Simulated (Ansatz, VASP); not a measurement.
# BeCu2SnS4 in VASP and in Ansatz

```
Cu Be Sn S
1.0
    -2.69891    2.69891    5.31376
     2.69891   -2.69891    5.31376
     2.69891    2.69891   -5.31376
Cu Be Sn S
2 1 1 4
Direct
  0.00000 0.00000 0.00000
  0.75000 0.25000 0.50000
  0.25000 0.75000 0.50000
  0.50000 0.50000 0.00000
  0.11484 0.64034 0.03072
  0.35966 0.39037 0.47450
  0.60963 0.08412 0.96928
  0.91588 0.88516 0.52550
```

Alike in both runs: task single point; functional PBE; k mesh 6 × 6 × 6; no spin polarisation.

|  | VASP | Ansatz |
| --- | --- | --- |
| version | VASP 6.6.1 | Ansatz 0.2.0 |
| potentials or method | VASP PAW PBE potentials, release 64 (Cu, Be, Sn_d, S) | plane waves, PAW |
| plane-wave cutoff (eV) | 520 | 420 |
| occupations | gaussian, width 0.01 eV | fixed |
| valence electrons in the cell | 62 | 78 |

|  | VASP | Ansatz | Ansatz less VASP |
| --- | --- | --- | --- |
| gap on the k mesh at the Fermi level (eV) | 0.39 | 0.37 | -0.025 |
| pressure (GPa) | -2.1 | -2.1 | -0.05 |
| rms of the force components (eV/Å) | 0.038 | 0.027 | -0.0110 |

Atom by atom the forces differ by 0.013 eV/Å (rms over components). VASP's potentials hold 62 valence electrons a cell and Ansatz's 78, so a difference there can come from the potentials and not from the codes.
